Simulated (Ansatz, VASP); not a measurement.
## TiC: VASP beside Ansatz

Contents of INCAR:

```
PREC     = Accurate       # precision mode
ENCUT    = 520            # plane-wave cutoff, eV
EDIFF    = 1E-7           # SCF threshold, eV
ISMEAR   = 0              # smearing method
SIGMA    = 0.02           # smearing width, eV
LREAL    = False          # projectors in reciprocal space
LASPH    = True           # aspherical terms in the spheres
NELM     = 60             # most SCF steps
ALGO     = Normal         # electronic algorithm
ISIF     = 2              # what is computed and relaxed
LWAVE    = False          # write WAVECAR
LCHARG   = True           # write CHGCAR
GGA      = PE             # functional
LELF     = True           # ELF
LVHAR    = True         
NBANDS   = 15             # bands
```

The input KPOINTS:

```
regular mesh
0
Gamma
  11 11 11
```

POSCAR

```
TiC
1.0
    0.0000000000      2.1657188437      2.1657188437
    2.1657188437      0.0000000000      2.1657188437
    2.1657188437      2.1657188437      0.0000000000
Ti C
1 1
Direct
    0.0000000000      0.0000000000      0.0000000000
    0.5000000000      0.5000000000      0.5000000000
```

The input input.yaml:

```yaml
crystal:
  lattice:
    - [0.0, 2.1657188437, 2.1657188437]
    - [2.1657188437, 0.0, 2.1657188437]
    - [2.1657188437, 2.1657188437, 0.0]
  atoms:
    - { symbol: Ti, position: [0.0, 0.0, 0.0] }
    - { symbol: C, position: [0.5, 0.5, 0.5] }
hamiltonian:
  xc: pbe
  pseudopotentials: { kind: paw }
kpoints:
  mp_grid: { grid: [11, 11, 11] }
scf:
  occupations: { method: gaussian, width: 0.02 }
output:
  forces: true
  stress: true
  eigenvalues: true
  write_density: true
  write_potential: true
  elf: true
  volumetric_format: npy
```

Alike in both runs: task single point; functional PBE; k mesh 11 × 11 × 11; occupations gaussian, width 0.02 eV; no spin polarisation.

|  | VASP | Ansatz |
| --- | --- | --- |
| version | VASP 6.6.1 | Ansatz 0.2.0 |
| potentials or method | VASP PAW PBE potentials, release 64 (Ti_sv, C) | Ansatz PAW |
| plane-wave cutoff (eV) | 520 | 420 |
| valence electrons in the cell | 16 | 16 |

VASP gave:

| Item | Value |
| --- | --- |
| gap on the k mesh at the Fermi level (eV) | none |
| pressure (GPa) | 0.5 |

Question: Estimate Ansatz's values.

Answer: gap on the k mesh at the Fermi level (eV): none; pressure (GPa): 0.3.

A gap of «none» marks a metal or a gap that the smearing closes. The functional is the same, so the differences come from potentials, cutoffs and numerics.
